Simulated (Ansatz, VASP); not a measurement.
## I: VASP beside Ansatz

```
I
1.0
     0.00000    3.71627    3.71627
     3.71627    0.00000    3.71627
     3.71627    3.71627    0.00000
I
2
Direct
  0.87500 0.87500 0.87500
  0.12500 0.12500 0.12500
```

Change from the starting cell: volume scaled by 0.84, LAPW.

Alike in both runs: task single point; functional PBE; k mesh 10 × 10 × 10; occupations fermi-dirac, width 0.1 eV; no spin polarisation.

|  | VASP | Ansatz |
| --- | --- | --- |
| version | VASP 6.6.1 | Ansatz 0.2.0 |
| potentials or method | VASP PAW PBE potentials, release 64 (I), cutoff 520 eV | all-electron LAPW, scalar-relativistic |

```csv
,VASP,Ansatz,Ansatz less VASP
pressure (GPa),2.8,2.8,+0.03
```

Ansatz ran all-electron here, and VASP with PAW potentials.

Spin-orbit coupling is off throughout.
